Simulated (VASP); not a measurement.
ZnS: relaxation of cell and atoms with PBE

The system is ZnS.

```
CELL_PARAMETERS angstrom
3.32346 0.00000 0.00000
-1.66173 2.87820 0.00000
0.00000 0.00000 4.89668
ATOMIC_POSITIONS crystal
Zn 0.00000 0.00000 0.50000
S 0.00000 0.00000 0.00000
```

| Property | Result |
| --- | --- |
| Program | VASP 6.6.1 |
| Task | relaxation of cell and atoms |
| Functional | PBE |
| Potentials or basis | VASP PAW PBE potentials, release 64 (Zn, S) |
| Cutoff | 600 eV |
| k mesh | 6 × 6 × 4 |
| Occupations | gaussian, width 0.1 eV |
| Spin | no spin polarisation |
| Dipole correction | no |
| Further INCAR settings | ALGO = Normal; EDIFF = 1e-06; IBRION = 2; EDIFFG = -0.04; NSW = 90; ISIF = 3 |

```yaml
Relaxed_volume: 43.63 Å³/atom
Relaxed_cell: a = 4.913 Å, b = 4.913 Å, c = 4.175 Å, α = 90.00°, β = 90.00°, γ = 120.00°
Space_group_after_relaxing_to_0.05_Å: P6/mmm (No. 191)
Energy_gained_by_relaxing: 432.9 meV/atom
Ionic_steps: 23
Pressure_after_relaxing: 0.0 GPa
Band_gap_on_the_k_mesh: 0.92 eV, indirect (least direct gap 1.88 eV)
```

The path:
```csv
step,energy change (eV),largest force (eV/Å),pressure (GPa),volume (Å³)
1,0.0000,0.0000,-5.50,46.84
2,-0.2020,0.0000,1.32,41.53
3,-0.2063,0.0000,1.93,41.00
4,-0.2119,0.0000,3.32,39.95
5,-0.2454,0.0000,9.75,40.58
6,-0.2565,0.0000,7.75,40.42
7,-0.3044,0.0000,7.40,41.67
8,-0.4230,0.0000,6.22,45.49
9,-0.6255,0.0000,4.82,53.53
10,-0.6391,0.0000,6.70,70.98
11,-0.6955,0.0000,5.65,64.54
12,-0.8121,0.0000,2.15,70.49
13,-0.8403,0.0000,-0.81,78.51
14,-0.8440,0.0000,-0.15,76.53
15,-0.8439,0.0000,-0.27,76.78
16,-0.8483,0.0000,-0.25,78.04
17,-0.8586,0.0000,-0.25,81.89
18,-0.8646,0.0000,-0.20,89.83
19,-0.8653,0.0000,-0.17,87.24
20,-0.8654,0.0000,-0.21,88.08
21,-0.8654,0.0000,-0.19,87.82
22,-0.8654,0.0000,0.22,86.75
23,-0.8657,0.0000,0.05,87.26
```

Final structure:
```cif
data_structure
_symmetry_space_group_name_H-M 'P 1'
_symmetry_Int_Tables_number 1
_cell_length_a 4.9126
_cell_length_b 4.9126
_cell_length_c 4.1753
_cell_angle_alpha 90.000
_cell_angle_beta 90.000
_cell_angle_gamma 120.000
_cell_volume 87.26
loop_
_atom_site_label
_atom_site_type_symbol
_atom_site_fract_x
_atom_site_fract_y
_atom_site_fract_z
_atom_site_occupancy
Zn1 Zn 0.00000 0.00000 0.50000 1
S1 S 0.00000 0.00000 0.00000 1
```

Levels at points of the mesh, in eV from the valence-band top:
```
           k point  band 7  band 8  band 9  band 10  band 11  band 12
(0.00, 0.00, 0.00)   -3.11   -0.96   -0.96     0.92     5.39     8.11
(0.50, 0.00, 0.00)   -3.07   -1.63   -1.10     1.52     5.45     6.19
(0.00, 0.00, 0.50)   -4.41    0.00    0.00     4.82     4.82     5.56
(0.50, 0.00, 0.50)   -4.22   -0.47   -0.10     2.89     4.38     7.01
```

Run time: 3.8 min on 1 thread of AMD EPYC 9R45 (Zen 5), with other jobs on the host, peak memory 0.16 GiB.

Caveat: the volume moved by over 15 % at a fixed basis, so the end points are rough. As with any semilocal functional, this PBE gap is likely too small.
